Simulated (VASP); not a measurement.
# Si (P6_3/mmc) in VASP: notebook

Runs on Si. Level: PBE+D3(BJ). Tasks: single point.

All numbers are computed with VASP 6.6.1; they aren't measurements. Logs are shortened: lines on timing, memory, paths and dates and some standing lists are left out, and cuts for length are marked.

## 1. The cell of the first run

Symmetry: P6_3/mmc, No. 194, hexagonal system. The conventional cell has a = 2.637 Å, b = 2.637 Å, c = 4.509 Å, α = 90.00°, β = 90.00°, γ = 120.00°. Within 3.5 Å of Si (site symmetry -6m2) lie 12 Si at 2.64 to 2.72 Å.

This isn't the form of Si at room conditions, which is diamond.

## 2. Single point, PBE+D3(BJ)

Contents of INCAR:

```
SYSTEM = Si
  PREC = Accurate
  ENCUT = 520
  EDIFF = 1E-7
  ISMEAR = 0
  SIGMA = 0.1
  LREAL = .FALSE.
  LASPH = .TRUE.
  NELM = 60
  ALGO = Normal
  ISIF = 2
  LWAVE = .FALSE.
  LCHARG = .FALSE.
  GGA = PE
  IVDW = 12
  NBANDS = 11
```

Contents of KPOINTS:

```
regular mesh
0
G
  18 18 10
  0 0 0
```

Contents of POSCAR:

```
Si
1.0
    2.6369973380      0.0000000000      0.0000000000
   -1.3184986690      2.2837066844      0.0000000000
    0.0000000000      0.0000000000      4.5089914857
Si
2
Direct
    0.3333333333      0.6666666667      0.2500000000
    0.6666666667      0.3333333333      0.7500000000
```

Potentials or basis: VASP PAW PBE potentials, release 64 (Si).

The run is started by

```sh
cat potpaw_PBE.64/Si/POTCAR > POTCAR
mpirun -np 1 vasp_std > vasp.out
```

OUTCAR:

```text
SYSTEM = Si
   PREC = Accurate
   ENCUT = 520
   EDIFF = 1E-7
   ISMEAR = 0
   LREAL = .FALSE.
   LASPH = .TRUE.
   NELM = 60
   ISIF = 2
   GGA = PE
   IVDW = 12
 IVDW          = 12

 ion  position               nearest neighbor table
   1  0.333  0.667  0.250-   2 2.72   2 2.72   2 2.72   2 2.72   2 2.72   2 2.72
   2  0.667  0.333  0.750-   1 2.72   1 2.72   1 2.72   1 2.72   1 2.72   1 2.72

  LATTYP: Found a hexagonal cell.
 ALAT       =     2.6369973380
 C/A-ratio  =     1.7098961082

  Lattice vectors:

 A1 = (   2.6369973380,   0.0000000000,   0.0000000000)
 A2 = (  -1.3184986690,   2.2837066844,   0.0000000000)
 A3 = (   0.0000000000,   0.0000000000,   4.5089914857)

Analysis of symmetry for initial positions (statically):
=====================================================================
 Subroutine PRICEL returns:
 Original cell was already a primitive cell.

 Routine SETGRP: Setting up the symmetry group for a
 hexagonal supercell.

 Subroutine GETGRP returns: Found 24 space group operations
 (whereof 12 operations were pure point group operations)
 out of a pool of 24 trial point group operations.

The static configuration has the point symmetry D_3d.
 The point group associated with its full space group is D_6h.

Analysis of symmetry for dynamics (positions and initial velocities):
=====================================================================
 Subroutine PRICEL returns:
 Original cell was already a primitive cell.

 Routine SETGRP: Setting up the symmetry group for a
 hexagonal supercell.

 Subroutine GETGRP returns: Found 24 space group operations
 (whereof 12 operations were pure point group operations)
 out of a pool of 24 trial point group operations.

The dynamic configuration has the point symmetry D_3d.
 The point group associated with its full space group is D_6h.

 Subroutine INISYM returns: Found 24 space group operations
 (whereof 12 operations are pure point group operations),
 and found     1 'primitive' translations

----------------------------------------------------------------------------------------

                                     Primitive cell

  volume of cell :      27.1537

  direct lattice vectors                    reciprocal lattice vectors
     2.636997338  0.000000000  0.000000000     0.379219192  0.218942303  0.000000000
    -1.318498669  2.283706684  0.000000000     0.000000000  0.437884605  0.000000000
     0.000000000  0.000000000  4.508991486     0.000000000  0.000000000  0.221779084

  length of vectors
     2.636997338  2.636997338  4.508991486     0.437884605  0.437884605  0.221779084

  position of ions in fractional coordinates (direct lattice)
     0.333333333  0.666666667  0.250000000
     0.666666667  0.333333333  0.750000000

  ion indices of the primitive-cell ions
   primitive index   ion index
                 1           1
                 2           2

----------------------------------------------------------------------------------------

 KPOINTS: regular mesh

Automatic generation of k-mesh.
 Grid dimensions read from file:
 generate k-points for:   18   18   10

 Generating k-lattice:

  Cartesian coordinates                     Fractional coordinates (reciprocal lattice)
     0.021067733  0.012163461  0.000000000     0.055555556  0.000000000  0.000000000
     0.000000000  0.024326923  0.000000000     0.000000000  0.055555556  0.000000000
     0.000000000  0.000000000  0.022177908     0.000000000  0.000000000  0.100000000

  Length of vectors
     0.024326923  0.024326923  0.022177908

  Shift w.r.t. Gamma in fractional coordinates (k-lattice)
     0.000000000  0.000000000  0.000000000

 Subroutine IBZKPT returns following result:
 ===========================================

 Found    222 irreducible k-points:

 Following reciprocal coordinates:
            Coordinates               Weight
  0.000000  0.000000  0.000000      1.000000
  0.055556  0.000000  0.000000      6.000000
  0.111111  0.000000  0.000000      6.000000
  0.166667  0.000000  0.000000      6.000000
  0.222222  0.000000  0.000000      6.000000
  0.277778  0.000000  0.000000      6.000000
[... 16 lines left out ...]
  0.333333  0.111111  0.000000     12.000000
  0.388889  0.111111  0.000000     12.000000
 [... further k-points ...]
   k-points           NKPTS =    222   k-points in BZ     NKDIM =    222   number of bands    NBANDS=     11
   number of dos      NEDOS =    301   number of ions     NIONS =      2
   total plane-waves  NPLWV =  14400
   dimension x,y,z NGX =    20 NGY =   20 NGZ =   36
   dimension x,y,z NGXF=    40 NGYF=   40 NGZF=   72
   ions per type =               2
   NGX,Y,Z   is equivalent  to a cutoff of  12.61, 12.61, 13.27 a.u.
   NGXF,Y,Z  is equivalent  to a cutoff of  25.22, 25.22, 26.55 a.u.
 SYSTEM =  Si
   PREC   = accura    normal or accurate (medium, high low for compatibility)
   ISTART =      0    job   : 0-new  1-cont  2-samecut
   ICHARG =      2    charge: 1-file 2-atom 10-const
   ISPIN  =      1    spin polarized calculation?
   LNONCOLLINEAR =      F non collinear calculations
   LSORBIT =      F    spin-orbit coupling
   LASPH  =      T    aspherical Exc in radial PAW
   ENCUT  =  520.0 eV  38.22 Ry    6.18 a.u.   4.90  4.90  8.38*2*pi/ulx,y,z
   NELM   =     60;   NELMIN=  2; NELMDL= -5     # of ELM steps
   EDIFF  = 0.1E-06   stopping-criterion for ELM
   LREAL  =      F    real-space projection
   EDIFFG = 0.1E-05   stopping-criterion for IOM
   NSW    =      0    number of steps for IOM
   IBRION =     -1    ionic relax: 0-MD 1-quasi-New 2-CG
   NFREE  =      0    steps in history (QN), initial steepest desc. (CG)
   ISIF   =      2    stress and relaxation
   ISYM   =      2    0-nonsym 1-usesym 2-fastsym
   POTIM  = 0.5000    time-step for ionic-motion
   TEBEG  =    0.0;   TEEND  =   0.0 temperature during run
   PSTRESS=    0.0 pullay stress
   NELECT =       8.0000    total number of electrons
   NUPDOWN=      -1.0000    fix difference up-down
   EMIN   =  10.00;   EMAX   =-10.00  energy-range for DOS
   EFERMI =   0.00;   METHOD = LEGACY
   ISMEAR =     0;   SIGMA  =   0.10  broadening in eV -4-tet -1-fermi 0-gaus
   EFERMI_NEDOS =   21; number of points for ismear=-14 and -15
   IALGO  =     38    algorithm
   IMIX   =      4    mixing-type and parameters
     AMIX     =   0.40;   BMIX     =  1.00
     AMIX_MAG =   1.60;   BMIX_MAG =  1.00
  volume/ion in A,a.u.               =      13.58        91.62
  Fermi-wavevector in a.u.,A,eV,Ry     =   1.089336  2.058546 16.145380  1.186652
  Thomas-Fermi vector in A             =   2.225537
   LORBIT       =      0    0 simple, 1 ext, 2 COOP (PROOUT), +10 PAW based schemes
   GGA     = PE    functional components
   LHFCALC =     F    Hartree Fock is set to
   AEXX    =    0.0000 exact exchange contribution
   IVDW    =    12    specifies the selected vdW correction
   LEPSILON=     F    determine dielectric tensor
   LRPA    =     F    only Hartree local field effects (RPA)
 non-spin polarized calculation
 Gauss-broadening in eV      SIGMA  =   0.10
  energy-cutoff  :      520.00
  volume of cell :       27.15
 maximum number of plane-waves:       756
 NGX is ok and might be reduce to    20
   NGX =  9   NGY =  9   NGZ = 17

 number of electron       8.0000001 magnetization

 Free energy of the ion-electron system (eV)
  ---------------------------------------------------
  ext. energy  EPLUGINS =         0.00000000
  ---------------------------------------------------
  free energy    TOTEN  =        -9.81318163 eV

  energy without entropy =       -9.80961694  energy(sigma->0) =       -9.81139929

 E-fermi :  11.0231     XC(G=0): -11.4529

 val. band max:       11.0153587084   @ k =   0.4444   0.1111   0.1000
 cond. band min:      11.0502226731   @ k =   0.2222   0.1667   0.0000
 fundamental gap:      0.0348639647
 Fermi energy:        11.0231176514

 k-point     1 :       0.0000    0.0000    0.0000
  band No.  band energies     occupation
      1      -4.0291      2.00000
      2       2.5656      2.00000
      3       3.4592      2.00000
      4      20.4882      0.00000
      5      20.4882      0.00000
      6      21.6556      0.00000
      7      21.6556      0.00000
      8      21.8379      0.00000
      9      21.9373      0.00000
     10      24.9072      0.00000
     11      25.5811      0.00000

 k-point     2 :       0.0556    0.0000    0.0000
  band No.  band energies     occupation
      1      -3.9431      2.00000
      2       2.6504      2.00000
      3       3.5405      2.00000
      4      19.0439      0.00000
      5      19.6948      0.00000
      6      21.1845      0.00000
      7      21.8310      0.00000
      8      22.5343      0.00000
      9      22.7809      0.00000
     10      24.2007      0.00000
     11      24.7460      0.00000

 k-point     3 :       0.1111    0.0000    0.0000
  band No.  band energies     occupation
      1      -3.6850      2.00000
      2       2.9044      2.00000
      3       3.7844      2.00000
      4      16.7791      0.00000
      5      18.6378      0.00000
      6      20.5067      0.00000
      7      21.6907      0.00000
      8      22.1468      0.00000
      9      23.2108      0.00000
     10      23.4582      0.00000
     11      24.5763      0.00000
[... 267 lines left out ...]
 k-point    23 :       0.3333    0.1111    0.0000
  band No.  band energies     occupation
      1       0.3947      2.00000
      2       6.2672      2.00000
      3       7.0409      2.00000
      4       7.6379      2.00000
      5      12.0981      0.00000
      6      12.8115      0.00000
      7      13.6147      0.00000
      8      18.0380      0.00000
      9      19.7474      0.00000
     10      20.8956      0.00000
     11      25.7770      0.00000

 k-point    24 :       0.3889    0.1111    0.0000
  band No.  band energies     occupation
      1       1.6444      2.00000
      2       4.6657      2.00000
      3       8.1297      2.00000
      4       8.7698      2.00000
      5      10.9802      1.45620
      6      12.0347      0.00000
      7      12.0717      0.00000
      8      17.8258      0.00000
      9      19.4869      0.00000
     10      20.6842      0.00000
     11      25.9102      0.00000

 [... further k-points ...]

------------------------ aborting loop because EDIFF is reached ----------------------------------------

 Edisp (eV)   -0.91543

 E8    (eV) :    -0.3744

  FORCE on cell =-STRESS in cart. coord.  units (eV):
  Direction    XX          YY          ZZ          XY          YZ          ZX
  --------------------------------------------------------------------------------------
  -------------------------------------------------------------------------------------
  Total      -0.00966    -0.00966    -0.00822     0.00000     0.00000    -0.00000
  in kB      -0.57010    -0.57010    -0.48485     0.00000     0.00000    -0.00000
  external pressure =       -0.54 kB  Pullay stress =        0.00 kB

 VOLUME and BASIS-vectors are now :
 -----------------------------------------------------------------------------
  energy-cutoff  :      520.00
  volume of cell :       27.15
      direct lattice vectors                 reciprocal lattice vectors
     2.636997338  0.000000000  0.000000000     0.379219192  0.218942303  0.000000000
    -1.318498669  2.283706684  0.000000000     0.000000000  0.437884605  0.000000000
     0.000000000  0.000000000  4.508991486     0.000000000  0.000000000  0.221779084

 POSITION                                       TOTAL-FORCE (eV/Angst)
 -----------------------------------------------------------------------------------
     -0.00000      1.52247      1.12725        -0.000000     -0.000000      0.000000
      1.31850      0.76124      3.38174         0.000000      0.000000      0.000000
 -----------------------------------------------------------------------------------
    total drift:                               -0.000000      0.000000     -0.000000

  FREE ENERGIE OF THE ION-ELECTRON SYSTEM (eV)
  ---------------------------------------------------
  free  energy   TOTEN  =       -10.7286141207 eV

  energy  without entropy=      -10.7250494258  energy(sigma->0) =      -10.72683177
```

Run time: 38 s. Hardware: 1 thread of Intel Xeon Platinum 8259CL at 2.50GHz (Skylake/Cascade Lake), shared host; peak memory 0.18 GiB.

What came out:

```
Free energy                : -10.7286 eV
Pressure                   : -0.1 GPa
Band gap on the k mesh     : zero (bands 4 and 5 overlap by 13.29 eV)
Dispersion energy per atom : -0.458 eV
```

Levels at points of the mesh, in eV from the Fermi level:
```csv
k point,band 1,band 2,band 3,band 4,band 5,band 6,band 7,band 8
"(0.00, 0.00, 0.00)",-15.05,-8.46,-7.56,9.47,9.47,10.63,10.63,10.81
"(0.50, 0.00, 0.00)",-8.44,-7.94,-2.02,-1.69,-1.47,-0.16,4.00,6.14
"(0.00, 0.00, 0.50)",-13.28,-13.28,0.44,0.44,10.85,10.85,10.85,10.85
"(0.50, 0.00, 0.50)",-6.76,-6.76,-6.17,-6.17,5.53,5.53,5.91,5.91
```

## 3. Single point, PBE+D3(BJ)

Contents of INCAR:

```
ALGO = Normal
EDIFF = 1E-6
ENCUT = 520
GGA = PE
ISIF = 2
ISMEAR = 0
IVDW = 12
LASPH = T
LCHARG = F
LREAL = F
LWAVE = F
NBANDS = 11
NELM = 100
PREC = Accurate
SIGMA = 0.15
```

Contents of KPOINTS:

```
k-points
0
Gamma
  24 24 14
```

POSCAR is that of step 2.

Potentials or basis: VASP PAW PBE potentials, release 64 (Si).

The run is started by

```sh
cat potpaw_PBE.64/Si/POTCAR > POTCAR
mpirun -np 1 vasp_std > vasp.out
```

Wall time 68 s (1 thread of Intel Xeon Platinum 8259CL at 2.50GHz (Skylake/Cascade Lake), shared host); peak memory 0.24 GiB.

Results (log left out):

| Quantity | Value |
| --- | --- |
| Free energy | -10.7302 eV |
| Pressure | -0.2 GPa |
| Band gap on the k mesh | zero (bands 4 and 5 overlap by 13.29 eV) |
| Dispersion energy per atom | -0.458 eV |

Stress tensor (GPa, compression positive):
```
 0.00  0.00  0.00
 0.00  0.00  0.00
 0.00  0.00 -0.50
```

Levels at points of the mesh, in eV from the Fermi level:
| k point | band 1 | band 2 | band 3 | band 4 | band 5 | band 6 | band 7 | band 8 | band 9 |
| --- | --- | --- | --- | --- | --- | --- | --- | --- | --- |
| (0.00, 0.00, 0.00) | -15.06 | -8.47 | -7.58 | 9.45 | 9.45 | 10.62 | 10.62 | 10.80 | 10.90 |
| (0.50, 0.00, 0.00) | -8.45 | -7.95 | -2.03 | -1.70 | -1.49 | -0.17 | 3.98 | 6.13 | 9.16 |
| (0.00, 0.00, 0.50) | -13.29 | -13.29 | 0.42 | 0.42 | 10.84 | 10.84 | 10.84 | 10.84 | 12.28 |
| (0.50, 0.00, 0.50) | -6.77 | -6.77 | -6.18 | -6.18 | 5.51 | 5.51 | 5.90 | 5.90 | 6.77 |
